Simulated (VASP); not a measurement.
# SnSe (Fm-3m) in VASP: further runs

The runs below take SnSe through single point, with r2SCAN.

All numbers are computed with VASP 6.6.1; they aren't measurements. Logs are shortened: lines on timing, memory, paths and dates and some standing lists are left out, and cuts for length are marked.

**1. The cell of the first run**

The structure is cubic, space group Fm-3m (No. 225). Conventional cell: a = 5.980 Å, b = 5.980 Å, c = 5.980 Å, α = 90.00°, β = 90.00°, γ = 90.00°. Within 3.9 Å of Sn (site symmetry m-3m) lie 6 Se at 2.99 Å. Se (site symmetry m-3m) has 6 Sn at 2.99 Å within 3.9 Å.

**2. Single point, r2SCAN, collinear spin**

The input, POSCAR:

```
SnSe
1.0
    0.0000000000      2.9897980490      2.9897980490
    2.9897980490      0.0000000000      2.9897980490
    2.9897980490      2.9897980490      0.0000000000
Sn Se
1 1
Direct
    0.0000000000      0.0000000000      0.0000000000
    0.5000000000      0.5000000000      0.5000000000
```

The input, INCAR.step1:

```
PREC     = Accurate       # precision mode
ENCUT    = 520            # plane-wave cutoff, eV
ISMEAR   = 0              # smearing method
SIGMA    = 0.02           # smearing width, eV
LREAL    = F              # projectors in reciprocal space
LASPH    = T              # aspherical terms in the spheres
NELM     = 150            # most SCF steps
ISPIN    = 2              # spin polarisation
MAGMOM   = 0.5 0          # initial moments
NBANDS   = 21             # bands
GGA      = PE             # functional
ALGO     = Normal         # electronic algorithm
EDIFF    = 1E-4           # SCF threshold, eV
LWAVE    = T              # write WAVECAR
LCHARG   = F              # write CHGCAR
```

The input, INCAR.step2:

```
PREC     = Accurate       # precision mode
ENCUT    = 520            # plane-wave cutoff, eV
EDIFF    = 1E-6           # SCF threshold, eV
ISMEAR   = 0              # smearing method
SIGMA    = 0.02           # smearing width, eV
LREAL    = F              # projectors in reciprocal space
LASPH    = T              # aspherical terms in the spheres
NELM     = 150            # most SCF steps
ALGO     = Normal         # electronic algorithm
ISIF     = 2              # what is computed and relaxed
LWAVE    = F              # write WAVECAR
LCHARG   = T              # write CHGCAR
ISPIN    = 2              # spin polarisation
MAGMOM   = 0.5 0          # initial moments
LORBIT   = 11             # projections on sites
METAGGA  = R2SCAN         # meta-GGA
LMIXTAU  = T            
LELF     = T              # ELF
LVHAR    = T            
NBANDS   = 21             # bands
ISTART   = 1
```

The input, KPOINTS:

```
regular mesh
0
Gamma
  8 8 8
```

Potentials or basis: VASP PAW PBE potentials, release 64 (Sn_d, Se).

On the command line:

```console
cat potpaw_PBE.64/Sn_d/POTCAR potpaw_PBE.64/Se/POTCAR > POTCAR
cp INCAR.step1 INCAR
mpirun -np 1 vasp_std > vasp.out
cp INCAR.step2 INCAR
mpirun -np 1 vasp_std > vasp.out
```

OUTCAR:

```text
PREC = Accurate
   ENCUT = 520
   EDIFF = 1E-6
   ISMEAR = 0
   LREAL = F
   LASPH = T
   NELM = 150
   ISIF = 2
   ISPIN = 2
   LORBIT = 11
   METAGGA = R2SCAN
   ISTART = 1

 ion  position               nearest neighbor table
   1  0.000  0.000  0.000-   2 2.99   2 2.99   2 2.99   2 2.99   2 2.99   2 2.99
   2  0.500  0.500  0.500-   1 2.99   1 2.99   1 2.99   1 2.99   1 2.99   1 2.99

  LATTYP: Found a face centered cubic cell.
 ALAT       =     5.9795960980

  Lattice vectors:

 A1 = (   0.0000000000,   2.9897980490,   2.9897980490)
 A2 = (   2.9897980490,   0.0000000000,   2.9897980490)
 A3 = (   2.9897980490,   2.9897980490,   0.0000000000)

Analysis of symmetry for initial positions (statically):
=====================================================================
 Subroutine PRICEL returns:
 Original cell was already a primitive cell.

 Routine SETGRP: Setting up the symmetry group for a
 face centered cubic supercell.

 Subroutine GETGRP returns: Found 48 space group operations
 (whereof 48 operations were pure point group operations)
 out of a pool of 48 trial point group operations.

The static configuration has the point symmetry O_h .

Analysis of symmetry for dynamics (positions and initial velocities):
=====================================================================
 Subroutine PRICEL returns:
 Original cell was already a primitive cell.

 Routine SETGRP: Setting up the symmetry group for a
 face centered cubic supercell.

 Subroutine GETGRP returns: Found 48 space group operations
 (whereof 48 operations were pure point group operations)
 out of a pool of 48 trial point group operations.

The dynamic configuration has the point symmetry O_h .

Analysis of structural, dynamic, and magnetic symmetry:
=====================================================================
 Subroutine PRICEL returns:
 Original cell was already a primitive cell.

 Routine SETGRP: Setting up the symmetry group for a
 face centered cubic supercell.

 Subroutine GETGRP returns: Found 48 space group operations
 (whereof 48 operations were pure point group operations)
 out of a pool of 48 trial point group operations.

The overall configuration has the point symmetry O_h .

 Subroutine INISYM returns: Found 48 space group operations
 (whereof 48 operations are pure point group operations),
 and found     1 'primitive' translations

----------------------------------------------------------------------------------------

                                     Primitive cell

  volume of cell :      53.4510

  direct lattice vectors                    reciprocal lattice vectors
     0.000000000  2.989798049  2.989798049    -0.167235376  0.167235376  0.167235376
     2.989798049  0.000000000  2.989798049     0.167235376 -0.167235376  0.167235376
     2.989798049  2.989798049  0.000000000     0.167235376  0.167235376 -0.167235376

  length of vectors
     4.228212950  4.228212950  4.228212950     0.289660168  0.289660168  0.289660168

  position of ions in fractional coordinates (direct lattice)
     0.000000000  0.000000000  0.000000000
     0.500000000  0.500000000  0.500000000

  ion indices of the primitive-cell ions
   primitive index   ion index
                 1           1
                 2           2

----------------------------------------------------------------------------------------

 KPOINTS: regular mesh

Automatic generation of k-mesh.
 Grid dimensions read from file:
 generate k-points for:    8    8    8

 Generating k-lattice:

  Cartesian coordinates                     Fractional coordinates (reciprocal lattice)
    -0.020904422  0.020904422  0.020904422     0.125000000  0.000000000  0.000000000
     0.020904422 -0.020904422  0.020904422     0.000000000  0.125000000  0.000000000
     0.020904422  0.020904422 -0.020904422     0.000000000  0.000000000  0.125000000

  Length of vectors
     0.036207521  0.036207521  0.036207521

  Shift w.r.t. Gamma in fractional coordinates (k-lattice)
     0.000000000  0.000000000  0.000000000

 Subroutine IBZKPT returns following result:
 ===========================================

 Found     29 irreducible k-points:

 Following reciprocal coordinates:
            Coordinates               Weight
  0.000000  0.000000  0.000000      1.000000
  0.125000  0.000000  0.000000      8.000000
  0.250000  0.000000  0.000000      8.000000
  0.375000  0.000000  0.000000      8.000000
  0.500000  0.000000  0.000000      4.000000
  0.125000  0.125000  0.000000      6.000000
[... 16 lines left out ...]
  0.500000  0.250000  0.125000     48.000000
 -0.375000  0.250000  0.125000     24.000000
 [... further k-points ...]
   k-points           NKPTS =     29   k-points in BZ     NKDIM =     29   number of bands    NBANDS=     21
   number of dos      NEDOS =    301   number of ions     NIONS =      2
   total plane-waves  NPLWV =  32768
   dimension x,y,z NGX =    32 NGY =   32 NGZ =   32
   dimension x,y,z NGXF=    64 NGYF=   64 NGZF=   64
   ions per type =               1   1
   NGX,Y,Z   is equivalent  to a cutoff of  12.58, 12.58, 12.58 a.u.
   NGXF,Y,Z  is equivalent  to a cutoff of  25.16, 25.16, 25.16 a.u.
 SYSTEM =  unknown system
   PREC   = accura    normal or accurate (medium, high low for compatibility)
   ISTART =      1    job   : 0-new  1-cont  2-samecut
   ICHARG =      0    charge: 1-file 2-atom 10-const
   ISPIN  =      2    spin polarized calculation?
   LNONCOLLINEAR =      F non collinear calculations
   LSORBIT =      F    spin-orbit coupling
   LASPH  =      T    aspherical Exc in radial PAW
   ENCUT  =  520.0 eV  38.22 Ry    6.18 a.u.   7.86  7.86  7.86*2*pi/ulx,y,z
   NELM   =    150;   NELMIN=  2; NELMDL=  0     # of ELM steps
   EDIFF  = 0.1E-05   stopping-criterion for ELM
   LREAL  =      F    real-space projection
   EDIFFG = 0.1E-04   stopping-criterion for IOM
   NSW    =      0    number of steps for IOM
   IBRION =     -1    ionic relax: 0-MD 1-quasi-New 2-CG
   NFREE  =      0    steps in history (QN), initial steepest desc. (CG)
   ISIF   =      2    stress and relaxation
   ISYM   =      2    0-nonsym 1-usesym 2-fastsym
   POTIM  = 0.5000    time-step for ionic-motion
   TEBEG  =    0.0;   TEEND  =   0.0 temperature during run
   PSTRESS=    0.0 pullay stress
   NELECT =      20.0000    total number of electrons
   NUPDOWN=      -1.0000    fix difference up-down
   EMIN   =  10.00;   EMAX   =-10.00  energy-range for DOS
   EFERMI =   0.00;   METHOD = LEGACY
   ISMEAR =     0;   SIGMA  =   0.02  broadening in eV -4-tet -1-fermi 0-gaus
   EFERMI_NEDOS =   21; number of points for ismear=-14 and -15
   IALGO  =     38    algorithm
   IMIX   =      4    mixing-type and parameters
     AMIX     =   0.40;   BMIX     =  1.00
     AMIX_MAG =   1.60;   BMIX_MAG =  1.00
  volume/ion in A,a.u.               =      26.73       180.35
  Fermi-wavevector in a.u.,A,eV,Ry     =   1.179686  2.229283 18.934661  1.391658
  Thomas-Fermi vector in A             =   2.315992
   LORBIT       =     11    0 simple, 1 ext, 2 COOP (PROOUT), +10 PAW based schemes
   METAGGA = R2SCAN    functional components
   LHFCALC =     F    Hartree Fock is set to
   AEXX    =    0.0000 exact exchange contribution
   IVDW    =     0    specifies the selected vdW correction
   LEPSILON=     F    determine dielectric tensor
   LRPA    =     F    only Hartree local field effects (RPA)
 spin polarized calculation
 Gauss-broadening in eV      SIGMA  =   0.02
  energy-cutoff  :      520.00
  volume of cell :       53.45
 maximum number of plane-waves:      1459
   NGX = 15   NGY = 15   NGZ = 15

 number of electron      20.0000008 magnetization      -0.0000000

 number of electron      20.0000008 magnetization       0.0000000

 Free energy of the ion-electron system (eV)
  ---------------------------------------------------
  ext. energy  EPLUGINS =         0.00000000
  ---------------------------------------------------
  free energy    TOTEN  =       -39.87564289 eV

  energy without entropy =      -39.87564289  energy(sigma->0) =      -39.87564289

 E-fermi :   6.1247     XC(G=0): -10.2897

 val. band max:        5.9264476470   @ k =   0.5000   0.0000   0.0000
 cond. band min:       6.4756500636   @ k =   0.5000   0.0000   0.0000
 fundamental gap:      0.5492024166
 Fermi energy:         6.1246529152

 spin component 1

 k-point     1 :       0.0000    0.0000    0.0000
  band No.  band energies     occupation
      1     -16.6084      1.00000
      2     -16.6084      1.00000
      3     -16.6051      1.00000
      4     -16.6050      1.00000
      5     -16.6050      1.00000
      6      -8.9339      1.00000
[... 13 lines left out ...]
     20      15.8432      0.00000
     21      27.8344      0.00000
[... 529 lines left out ...]
 k-point    24 :      -0.3750    0.2500    0.1250
  band No.  band energies     occupation
      1     -16.6255      1.00000
      2     -16.6126      1.00000
      3     -16.5997      1.00000
      4     -16.5955      1.00000
      5     -16.5896      1.00000
      6      -7.7485      1.00000
[... 13 lines left out ...]
     20      21.1934      0.00000
     21      21.8430      0.00000

 [... further k-points ...]

 spin component 2

 k-point     1 :       0.0000    0.0000    0.0000
  band No.  band energies     occupation
      1     -16.6084      1.00000
      2     -16.6084      1.00000
      3     -16.6051      1.00000
      4     -16.6051      1.00000
      5     -16.6051      1.00000
      6      -8.9338      1.00000
[... 13 lines left out ...]
     20      15.8432      0.00000
     21      27.8344      0.00000
[... 529 lines left out ...]
 k-point    24 :      -0.3750    0.2500    0.1250
  band No.  band energies     occupation
      1     -16.6255      1.00000
      2     -16.6126      1.00000
      3     -16.5997      1.00000
      4     -16.5955      1.00000
      5     -16.5897      1.00000
      6      -7.7485      1.00000
[... 13 lines left out ...]
     20      21.1934      0.00000
     21      21.8430      0.00000

 [... further k-points ...]

------------------------ aborting loop because EDIFF is reached ----------------------------------------

  FORCE on cell =-STRESS in cart. coord.  units (eV):
  Direction    XX          YY          ZZ          XY          YZ          ZX
  --------------------------------------------------------------------------------------
  -------------------------------------------------------------------------------------
  Total        0.3297082      0.3297082      0.3297082      0.0000000      0.0000000      0.0000000
  in kB        9.8829088      9.8829088      9.8829088      0.0000000      0.0000000      0.0000000
  external PRESSURE =       9.8829088 kB  Pullay stress =       0.0000000 kB

 VOLUME and BASIS-vectors are now :
 -----------------------------------------------------------------------------
  energy-cutoff  :      520.00
  volume of cell :       53.45
      direct lattice vectors                 reciprocal lattice vectors
     0.000000000  2.989798049  2.989798049    -0.167235376  0.167235376  0.167235376
     2.989798049  0.000000000  2.989798049     0.167235376 -0.167235376  0.167235376
     2.989798049  2.989798049  0.000000000     0.167235376  0.167235376 -0.167235376

 POSITION                                       TOTAL-FORCE (eV/Angst)
 -----------------------------------------------------------------------------------
      0.00000      0.00000      0.00000         0.000000      0.000000      0.000000
      2.98980      2.98980      2.98980         0.000000      0.000000      0.000000
 -----------------------------------------------------------------------------------
    total drift:                                0.000000     -0.000000     -0.000000

  FREE ENERGIE OF THE ION-ELECTRON SYSTEM (eV)
  ---------------------------------------------------
  free  energy   TOTEN  =       -39.8756428893 eV

  energy  without entropy=      -39.8756428893  energy(sigma->0) =      -39.87564289

 total charge

# of ion       s       p       d       tot
------------------------------------------
    1        1.368   0.690   9.991  12.049
    2        1.474   2.351   0.029   3.853
--------------------------------------------------
tot          2.842   3.041  10.019  15.902

 magnetization (x)

# of ion       s       p       d       tot
------------------------------------------
    1        0.000   0.000  -0.000   0.000
    2        0.000   0.000  -0.000   0.000
--------------------------------------------------
tot          0.000   0.000  -0.000   0.000
```

It took 5.4 min on 1 thread of Intel Xeon 8259CL, shared host; peak memory 0.24 GiB.

Results:

```
Free energy                                           : -39.8756 eV
Pressure                                              : 1.0 GPa
Band gap on the k mesh                                : 0.55 eV
Net moment                                            : 0.00 μB per cell
Valence electrons inside the program's atomic spheres : Sn 12.05; Se 3.85
```

Levels at points of the mesh, in eV from the valence-band top:
Spin up:
```tsv
k point	band 7	band 8	band 9	band 10	band 11	band 12	band 13	band 14
(0.00, 0.00, 0.00)	-5.17	-2.69	-2.69	-2.69	4.45	4.45	4.45	6.03
(0.50, 0.00, 0.00)	-8.67	-2.42	-2.42	0.00	0.55	1.13	1.13	8.64
(0.50, 0.50, 0.00)	-6.35	-6.08	-4.19	-4.19	3.05	5.59	5.59	6.30
```
Spin down:
| k point | band 7 | band 8 | band 9 | band 10 | band 11 | band 12 | band 13 | band 14 |
| --- | --- | --- | --- | --- | --- | --- | --- | --- |
| (0.00, 0.00, 0.00) | -5.17 | -2.69 | -2.69 | -2.69 | 4.45 | 4.45 | 4.45 | 6.03 |
| (0.50, 0.00, 0.00) | -8.67 | -2.42 | -2.42 | 0.00 | 0.55 | 1.13 | 1.13 | 8.64 |
| (0.50, 0.50, 0.00) | -6.35 | -6.08 | -4.19 | -4.19 | 3.05 | 5.59 | 5.59 | 6.30 |

Caveat: the PAW data sets were made with another functional, which shifts forces and pressure a little; spin-orbit coupling is left out, which moves the levels of the heavy elements. A k mesh can miss the band edges.

**3. Single point, r2SCAN, collinear spin**

This run uses another cell than the first one, of 27.27 Å³/atom.

The input, POSCAR:

```
SnSe
1.0
    0.0000000000      3.0100000000      3.0100000000
    3.0100000000      0.0000000000      3.0100000000
    3.0100000000      3.0100000000      0.0000000000
Sn Se
1 1
Direct
    0.0000000000      0.0000000000      0.0000000000
    0.5000000000      0.5000000000      0.5000000000
```

The input, INCAR.step1:

```
PREC = Accurate
ENCUT = 520
ISMEAR = 0
SIGMA = 0.02
LREAL = F
LASPH = T
NELM = 150
ISPIN = 2
MAGMOM = 0.5 0
NBANDS = 21
GGA = PE
ALGO = Normal
EDIFF = 1E-4
LWAVE = T
LCHARG = F
```

The input, INCAR.step2:

```
PREC = Accurate
ENCUT = 520
EDIFF = 1E-7
ISMEAR = 0
SIGMA = 0.02
LREAL = F
LASPH = T
NELM = 150
ALGO = Normal
ISIF = 2
LWAVE = F
LCHARG = T
ISPIN = 2
MAGMOM = 0.5 0
LORBIT = 11
METAGGA = R2SCAN
LMIXTAU = T
LELF = T
LVHAR = T
NBANDS = 21
ISTART = 1
```

The input, KPOINTS:

```
Automatic mesh
0
Gamma
  8 8 8
```

Potentials or basis: VASP PAW PBE potentials, release 64 (Sn_d, Se).

On the command line:

```console
cat potpaw_PBE.64/Sn_d/POTCAR potpaw_PBE.64/Se/POTCAR > POTCAR
cp INCAR.step1 INCAR
mpirun -np 1 vasp_std > vasp.out
cp INCAR.step2 INCAR
mpirun -np 1 vasp_std > vasp.out
```

Run time: 6.1 min. Hardware: 1 thread of Intel Xeon 8259CL, shared host; peak memory 0.25 GiB.

Results (log left out):

- Free energy: -39.8788 eV
- Pressure: -0.1 GPa
- Band gap on the k mesh: 0.45 eV
- Net moment: 0.00 μB per cell
- Valence electrons inside the program's atomic spheres: Sn 12.03; Se 3.85

Levels at points of the mesh, in eV from the valence-band top:
Spin up:
| k point | band 8 | band 9 | band 10 | band 11 | band 12 | band 13 |
| --- | --- | --- | --- | --- | --- | --- |
| (0.00, 0.00, 0.00) | -2.64 | -2.64 | -2.64 | 4.36 | 4.36 | 4.36 |
| (0.50, 0.00, 0.00) | -2.37 | -2.37 | 0.00 | 0.45 | 1.13 | 1.13 |
| (0.50, 0.50, 0.00) | -5.95 | -4.10 | -4.10 | 3.11 | 5.46 | 5.46 |
Spin down:
```tsv
k point	band 7	band 8	band 9	band 10	band 11	band 12	band 13	band 14
(0.00, 0.00, 0.00)	-5.26	-2.64	-2.64	-2.64	4.36	4.36	4.36	6.04
(0.50, 0.00, 0.00)	-8.57	-2.37	-2.37	0.00	0.45	1.13	1.13	8.57
(0.50, 0.50, 0.00)	-6.36	-5.95	-4.10	-4.10	3.11	5.46	5.46	6.15
```

Caveat: the PAW data sets were made with another functional, which shifts forces and pressure a little; spin-orbit coupling is left out, which moves the levels of the heavy elements.

(Continued in part 2 of 2.)
